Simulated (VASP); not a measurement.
Input of a VASP 6.6.1 run:

The input POSCAR:

```
GaN
1.0
    0.0000000000      2.2675000000      2.2675000000
    2.2675000000      0.0000000000      2.2675000000
    2.2675000000      2.2675000000      0.0000000000
Ga N
1 1
Direct
    0.0000000000      0.0000000000      0.0000000000
    0.2500000000      0.2500000000      0.2500000000
```

File INCAR.step1:

```
SYSTEM = GaN
  PREC = Accurate
  ENCUT = 500
  EDIFF = 1E-8
  ISMEAR = 0
  SIGMA = 0.01
  LREAL = .False.
  LASPH = .True.
  NELM = 100
  ALGO = Normal
  LWAVE = .True.
  LCHARG = .False.
  GGA = PE
```

INCAR.step2

```
SYSTEM = GaN
  PREC = Accurate
  ENCUT = 500
  EDIFF = 1E-8
  ISMEAR = 0
  SIGMA = 0.01
  LREAL = .False.
  LASPH = .True.
  NELM = 1
  ALGO = Exact
  LWAVE = .True.
  LCHARG = .False.
  GGA = PE
  NBANDS = 637
  LOPTICS = .True.
  ISTART = 1
```

The input INCAR.step3:

```
SYSTEM = GaN
  PREC = Accurate
  ENCUT = 500
  EDIFF = 1E-8
  ISMEAR = 0
  SIGMA = 0.01
  LREAL = .False.
  LASPH = .True.
  ALGO = EVGW0
  LWAVE = .False.
  LCHARG = .False.
  GGA = PE
  NELMGW = 1
  NBANDS = 637
  ENCUTGW = 200
  NOMEGA = 48
  PRECFOCK = Fast
  ISTART = 1
  NBANDSGW = 17
```

The input KPOINTS:

```
Automatic mesh
0
Gamma
  2 2 2
  0 0 0
```

Potentials or basis: VASP PAW PBE potentials, release 64 (Ga_d_GW, N_GW).

Launch:

```bash
$ cat potpaw_PBE.64/Ga_d_GW/POTCAR potpaw_PBE.64/N_GW/POTCAR > POTCAR
$ cp INCAR.step1 INCAR
$ mpirun -np 1 vasp_std > vasp.out
$ cp INCAR.step2 INCAR
$ mpirun -np 1 vasp_std > vasp.out
$ cp INCAR.step3 INCAR
$ mpirun -np 1 vasp_std > vasp.out
```

Task: Predict the quasiparticle gap.

Result: 2.16 eV.

Task: Predict the least direct quasiparticle gap.

Result: 2.16 eV.

Task: What does it give for the band gap of the starting levels on the mesh?

Result: 1.36 eV.

Task: Predict the least direct gap of the starting levels on the mesh.

Result: 1.36 eV.

Caveat: the k points lie up to 1.20 Å⁻¹ apart, too coarse for converged energies, forces and pressures; bands, screening cutoff and mesh are small and nothing is extrapolated, so the quasiparticle values aren't converged.
